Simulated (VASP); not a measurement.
# Yb (C2/m) in VASP: a series of runs

The runs below take Yb through single point, with PBE.

Everything below comes from runs of VASP 6.6.1. Logs are shortened: lines on timing, memory, paths and dates and some standing lists are left out, and cuts for length are marked.

## Step 1: The cell of the first run

It takes space group C2/m (No. 12, monoclinic). Conventional cell: a = 5.241 Å, b = 5.224 Å, c = 3.440 Å, α = 90.00°, β = 129.44°, γ = 90.00°. Yb (site symmetry 2/m) has 12 Yb at 3.44 to 4.05 Å within 4.5 Å.

## Step 2: Single point, PBE (engineering shear strain xz -0.1650, normal strain along z +0.0275)

INCAR

```
SYSTEM = Yb
PREC = Accurate
ENCUT = 520
EDIFF = 1E-6
ISMEAR = 0
SIGMA = 0.15
LREAL = .False.
LASPH = .True.
NELM = 80
ALGO = Fast
ISIF = 2
LWAVE = .False.
LCHARG = .False.
GGA = PE
NBANDS = 18
```

KPOINTS

```
regular mesh
0
Gamma
  14 14 14
  0 0 0
```

POSCAR

```
Yb
1.0
   -0.2154726293      2.6117894455      2.6836136553
    2.3963168162      0.0000000000      2.4681410260
    2.6117894455      2.6117894455     -0.2154726293
Yb
1
Direct
    0.0000000000      0.0000000000      0.0000000000
```

Potentials or basis: VASP PAW PBE potentials, release 64 (Yb).

Run with:

```bash
cat potpaw_PBE.64/Yb/POTCAR > POTCAR
mpirun -np 1 vasp_std > vasp.out
```

OUTCAR:

```text
SYSTEM = Yb
   PREC = Accurate
   ENCUT = 520
   EDIFF = 1E-6
   ISMEAR = 0
   LREAL = .False.
   LASPH = .True.
   NELM = 80
   ISIF = 2
   GGA = PE

 ion  position               nearest neighbor table
   1  0.000  0.000  0.000-

  LATTYP: Found a base centered monoclinic cell.
 ALAT       =     5.2413252376
 B/A-ratio  =     0.9966141489
 C/A-ratio  =     0.6563351616
 COS(beta)  =    -0.6352410135

  Lattice vectors:

 A1 = (  -2.6117894455,   2.6117894455,   0.2154726293)
 A2 = (  -2.6117894455,  -2.6117894455,   0.2154726293)
 A3 = (   2.3963168162,   0.0000000000,   2.4681410260)

Analysis of symmetry for initial positions (statically):
=====================================================================
 Subroutine PRICEL returns:
 Original cell was already a primitive cell.

 Routine SETGRP: Setting up the symmetry group for a
 base centered monoclinic supercell.

 Subroutine GETGRP returns: Found  4 space group operations
 (whereof  4 operations were pure point group operations)
 out of a pool of  4 trial point group operations.

The static configuration has the point symmetry C_2h.

Analysis of symmetry for dynamics (positions and initial velocities):
=====================================================================
 Subroutine PRICEL returns:
 Original cell was already a primitive cell.

 Routine SETGRP: Setting up the symmetry group for a
 base centered monoclinic supercell.

 Subroutine GETGRP returns: Found  4 space group operations
 (whereof  4 operations were pure point group operations)
 out of a pool of  4 trial point group operations.

The dynamic configuration has the point symmetry C_2h.

 Subroutine INISYM returns: Found  4 space group operations
 (whereof  4 operations are pure point group operations),
 and found     1 'primitive' translations

----------------------------------------------------------------------------------------

                                     Primitive cell

  volume of cell :      36.3697

  direct lattice vectors                    reciprocal lattice vectors
    -0.215472629  2.611789445  2.683613655    -0.177242634  0.191439628  0.172084779
     2.396316816  0.000000000  2.468141026     0.208189760 -0.191439628  0.203031906
     2.611789445  2.611789445 -0.215472629     0.177242634  0.191439628 -0.172084779

  length of vectors
     3.750953854  3.440066047  3.699907657     0.312533604  0.348158100  0.312533604

  position of ions in fractional coordinates (direct lattice)
     0.000000000  0.000000000  0.000000000

  ion indices of the primitive-cell ions
   primitive index   ion index
                 1           1

----------------------------------------------------------------------------------------

 KPOINTS: regular mesh

Automatic generation of k-mesh.
 Grid dimensions read from file:
 generate k-points for:   14   14   14

 Generating k-lattice:

  Cartesian coordinates                     Fractional coordinates (reciprocal lattice)
    -0.012660188  0.013674259  0.012291770     0.071428571  0.000000000 -0.000000000
     0.014870697 -0.013674259  0.014502279     0.000000000  0.071428571 -0.000000000
     0.012660188  0.013674259 -0.012291770     0.000000000 -0.000000000  0.071428571

  Length of vectors
     0.022323829  0.024868436  0.022323829

  Shift w.r.t. Gamma in fractional coordinates (k-lattice)
     0.000000000  0.000000000  0.000000000

 Subroutine IBZKPT returns following result:
 ===========================================

 Found    744 irreducible k-points:

 Following reciprocal coordinates:
            Coordinates               Weight
  0.000000  0.000000  0.000000      1.000000
  0.071429 -0.000000 -0.000000      4.000000
  0.142857  0.000000 -0.000000      4.000000
  0.214286 -0.000000  0.000000      4.000000
  0.285714  0.000000 -0.000000      4.000000
  0.357143  0.000000 -0.000000      4.000000
[... 16 lines left out ...]
  0.000000  0.142857 -0.000000      4.000000
  0.071429  0.142857 -0.000000      4.000000
 [... further k-points ...]
   k-points           NKPTS =    744   k-points in BZ     NKDIM =    744   number of bands    NBANDS=     18
   number of dos      NEDOS =    301   number of ions     NIONS =      1
   total plane-waves  NPLWV =  21952
   dimension x,y,z NGX =    28 NGY =   28 NGZ =   28
   dimension x,y,z NGXF=    56 NGYF=   56 NGZF=   56
   ions per type =               1
   NGX,Y,Z   is equivalent  to a cutoff of  12.41, 13.53, 12.58 a.u.
   NGXF,Y,Z  is equivalent  to a cutoff of  24.82, 27.06, 25.16 a.u.
 SYSTEM =  Yb
   PREC   = accura    normal or accurate (medium, high low for compatibility)
   ISTART =      0    job   : 0-new  1-cont  2-samecut
   ICHARG =      2    charge: 1-file 2-atom 10-const
   ISPIN  =      1    spin polarized calculation?
   LNONCOLLINEAR =      F non collinear calculations
   LSORBIT =      F    spin-orbit coupling
   LASPH  =      T    aspherical Exc in radial PAW
   ENCUT  =  520.0 eV  38.22 Ry    6.18 a.u.   6.97  6.40  6.88*2*pi/ulx,y,z
   NELM   =     80;   NELMIN=  2; NELMDL= -5     # of ELM steps
   EDIFF  = 0.1E-05   stopping-criterion for ELM
   LREAL  =      F    real-space projection
[... 7 lines left out ...]
   TEBEG  =    0.0;   TEEND  =   0.0 temperature during run
   PSTRESS=    0.0 pullay stress
   NELECT =      24.0000    total number of electrons
   NUPDOWN=      -1.0000    fix difference up-down
   EMIN   =  10.00;   EMAX   =-10.00  energy-range for DOS
   EFERMI =   0.00;   METHOD = LEGACY
   ISMEAR =     0;   SIGMA  =   0.15  broadening in eV -4-tet -1-fermi 0-gaus
   EFERMI_NEDOS =   21; number of points for ismear=-14 and -15
   IALGO  =     68    algorithm
   IMIX   =      4    mixing-type and parameters
     AMIX     =   0.40;   BMIX     =  1.00
     AMIX_MAG =   1.60;   BMIX_MAG =  1.00
  volume/ion in A,a.u.               =      36.37       245.43
  Fermi-wavevector in a.u.,A,eV,Ry     =   1.425275  2.693379 27.638986  2.031408
  Thomas-Fermi vector in A             =   2.545676
   LORBIT       =      0    0 simple, 1 ext, 2 COOP (PROOUT), +10 PAW based schemes
   GGA     = PE    functional components
   LHFCALC =     F    Hartree Fock is set to
   AEXX    =    0.0000 exact exchange contribution
   IVDW    =     0    specifies the selected vdW correction
   LEPSILON=     F    determine dielectric tensor
   LRPA    =     F    only Hartree local field effects (RPA)
 non-spin polarized calculation
 RMM-DIIS sequential band-by-band and
 Gauss-broadening in eV      SIGMA  =   0.15
  energy-cutoff  :      520.00
  volume of cell :       36.37
 maximum number of plane-waves:      1002
   NGX = 13   NGY = 13   NGZ = 13

 number of electron      24.0000007 magnetization

 Free energy of the ion-electron system (eV)
  ---------------------------------------------------
  ext. energy  EPLUGINS =         0.00000000
  ---------------------------------------------------
  free energy    TOTEN  =        -3.50754681 eV

  energy without entropy =       -3.48879798  energy(sigma->0) =       -3.49817239

 E-fermi :   1.4878     XC(G=0):  -9.3861

 val. band max:        1.4845954098   @ k =   0.5000  -0.2143   0.2857
 cond. band min:       1.4891415957   @ k =  -0.4286   0.2143   0.0714
 fundamental gap:      0.0045461858
 Fermi energy:         1.4877620879

 k-point     1 :       0.0000    0.0000    0.0000
  band No.  band energies     occupation
      1     -50.2423      2.00000
      2     -22.4379      2.00000
      3     -22.4353      2.00000
      4     -22.3989      2.00000
      5      -3.5928      2.00000
      6       1.0130      1.99999
[... 10 lines left out ...]
     17       6.8071      0.00000
     18      10.7560      0.00000

 k-point     2 :       0.0714   -0.0000   -0.0000
  band No.  band energies     occupation
      1     -50.2417      2.00000
      2     -22.4514      2.00000
      3     -22.4367      2.00000
      4     -22.4009      2.00000
      5      -3.4890      2.00000
      6       1.0140      1.99999
[... 10 lines left out ...]
     17       6.7359      0.00000
     18      11.0353      0.00000

 k-point     3 :       0.1429    0.0000   -0.0000
  band No.  band energies     occupation
      1     -50.2401      2.00000
      2     -22.4920      2.00000
      3     -22.4376      2.00000
      4     -22.4065      2.00000
      5      -3.1859      2.00000
      6       1.0167      1.99999
[... 10 lines left out ...]
     17       6.6351      0.00000
     18      11.4769      0.00000

 k-point     4 :       0.2143   -0.0000    0.0000
  band No.  band energies     occupation
      1     -50.2377      2.00000
      2     -22.5502      2.00000
      3     -22.4387      2.00000
      4     -22.4144      2.00000
      5      -2.7093      2.00000
      6       1.0208      1.99999
[... 10 lines left out ...]
     17       6.7792      0.00000
     18      10.7199      0.00000

 k-point     5 :       0.2857    0.0000   -0.0000
  band No.  band energies     occupation
      1     -50.2352      2.00000
      2     -22.6139      2.00000
      3     -22.4399      2.00000
      4     -22.4232      2.00000
      5      -2.1050      2.00000
      6       1.0250      1.99999
[... 10 lines left out ...]
     17       7.1863      0.00000
     18       9.9221      0.00000

 k-point     6 :       0.3571    0.0000   -0.0000
  band No.  band energies     occupation
      1     -50.2328      2.00000
      2     -22.6705      2.00000
      3     -22.4413      2.00000
      4     -22.4309      2.00000
      5      -1.4472      2.00000
      6       1.0275      1.99999
[... 307 lines left out ...]
 k-point    21 :      -0.1429    0.0714    0.0000
  band No.  band energies     occupation
      1     -50.2380      2.00000
      2     -22.5213      2.00000
      3     -22.4406      2.00000
      4     -22.4249      2.00000
      5      -2.9018      2.00000
      6       1.0196      1.99999
[... 10 lines left out ...]
     17       6.6617      0.00000
     18      12.0020      0.00000

 k-point    22 :      -0.0714    0.0714    0.0000
  band No.  band energies     occupation
      1     -50.2399      2.00000
      2     -22.4717      2.00000
      3     -22.4396      2.00000
      4     -22.4197      2.00000
      5      -3.2752      2.00000
      6       1.0163      1.99999
[... 10 lines left out ...]
     17       6.4755      0.00000
     18      11.4655      0.00000

 k-point    23 :       0.0000    0.1429   -0.0000
  band No.  band energies     occupation
      1     -50.2375      2.00000
      2     -22.4935      2.00000
      3     -22.4459      2.00000
      4     -22.4410      2.00000
      5      -3.0691      2.00000
      6       1.0203      1.99999
[... 10 lines left out ...]
     17       6.3619      0.00000
     18      11.5234      0.00000

 k-point    24 :       0.0714    0.1429   -0.0000
  band No.  band energies     occupation
      1     -50.2380      2.00000
      2     -22.4835      2.00000
      3     -22.4448      2.00000
      4     -22.4407      2.00000
      5      -3.1282      2.00000
      6       1.0199      1.99999
[... 10 lines left out ...]
     17       6.7089      0.00000
     18      11.6746      0.00000

 [... further k-points ...]

------------------------ aborting loop because EDIFF is reached ----------------------------------------

  FORCE on cell =-STRESS in cart. coord.  units (eV):
  Direction    XX          YY          ZZ          XY          YZ          ZX
  --------------------------------------------------------------------------------------
  -------------------------------------------------------------------------------------
  Total        0.1082263     -0.1872686      0.0586084     -0.0000000      0.0000000      0.7857597
  in kB        4.7676380     -8.2496499      2.5818481     -0.0000000      0.0000000     34.6146843
  external PRESSURE =      -0.3000546 kB  Pullay stress =       0.0000000 kB

 VOLUME and BASIS-vectors are now :
 -----------------------------------------------------------------------------
  energy-cutoff  :      520.00
  volume of cell :       36.37
      direct lattice vectors                 reciprocal lattice vectors
    -0.215472629  2.611789445  2.683613655    -0.177242634  0.191439628  0.172084779
     2.396316816  0.000000000  2.468141026     0.208189760 -0.191439628  0.203031906
     2.611789445  2.611789445 -0.215472629     0.177242634  0.191439628 -0.172084779

 POSITION                                       TOTAL-FORCE (eV/Angst)
 -----------------------------------------------------------------------------------
      0.00000      0.00000      0.00000        -0.000000     -0.000000      0.000000
 -----------------------------------------------------------------------------------
    total drift:                               -0.000000     -0.000000     -0.000000

  FREE ENERGIE OF THE ION-ELECTRON SYSTEM (eV)
  ---------------------------------------------------
  free  energy   TOTEN  =        -3.5075468086 eV

  energy  without entropy=       -3.4887979772  energy(sigma->0) =       -3.49817239
```

Wall time 12 min (1 thread of Intel Xeon 6975P-C (Granite Rapids), shared host); peak memory 0.62 GiB.

What came out:

```
Free energy            : -3.5075 eV
Pressure               : 0.0 GPa
Band gap on the k mesh : zero (bands 12 and 13 overlap by 0.41 eV)
```

Levels at points of the mesh, in eV from the Fermi level:
| k point | band 9 | band 10 | band 11 | band 12 | band 13 | band 14 | band 15 | band 16 |
| --- | --- | --- | --- | --- | --- | --- | --- | --- |
| (0.00, 0.00, 0.00) | -0.35 | -0.28 | -0.28 | -0.28 | 2.01 | 2.58 | 3.87 | 5.04 |
| (0.50, 0.00, 0.00) | -0.37 | -0.30 | -0.29 | -0.28 | 0.06 | 2.24 | 3.63 | 5.46 |
| (0.00, 0.50, 0.00) | -0.37 | -0.30 | -0.29 | -0.28 | 1.24 | 1.78 | 3.20 | 6.19 |
| (0.50, 0.50, 0.00) | -0.34 | -0.31 | -0.31 | -0.31 | 0.21 | 1.65 | 5.98 | 6.64 |
| (0.50, 0.00, 0.50) | -0.37 | -0.33 | -0.31 | -0.29 | 0.01 | 1.83 | 5.68 | 6.62 |
| (0.00, 0.50, 0.50) | -0.35 | -0.31 | -0.31 | -0.30 | 0.13 | 1.96 | 5.77 | 6.85 |

Caveat: the cell differs from its parent crystal (engineering shear strain xz -0.1650, normal strain along z +0.0275); spin-orbit coupling is left out, which moves the levels of the heavy elements.

[end of part 1 of 2]
